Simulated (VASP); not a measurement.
A run of VASP 6.6.1:

The input INCAR:

```
  ALGO = Normal
  EDIFF = 1E-6
  ENCUT = 520
  GGA = PE
  ISIF = 2
  ISMEAR = -1
  LASPH = T
  LCHARG = F
  LREAL = F
  LWAVE = F
  NBANDS = 12
  NELM = 60
  PREC = Accurate
  SIGMA = 0.05
```

KPOINTS

```
k-points
0
Gamma
  20 20 20
```

Contents of POSCAR:

```
Cu
1.0
   -1.4424177744      1.4424177744      1.4424177744
    1.4424177744     -1.4424177744      1.4424177744
    1.4424177744      1.4424177744     -1.4424177744
Cu
1
Direct
    0.0000000000      0.0000000000      0.0000000000
```

Potentials or basis: VASP PAW PBE potentials, release 64 (Cu).

The run is started by

```sh
$ cat potpaw_PBE.64/Cu/POTCAR > POTCAR
$ mpirun -np 1 vasp_std > vasp.out
```

Hardware: 1 thread of Intel(R) Xeon(R) Platinum 8375C CPU @ 2.90GHz (Ice Lake), on a shared host.

**Question.** How long does it take, and how much memory?

**Answer.** It took 19 s on 1 thread of Intel(R) Xeon(R) Platinum 8375C CPU @ 2.90GHz (Ice Lake), on a shared host, peak memory 0.15 GiB. Counts: scf iterations 12, k points 256.
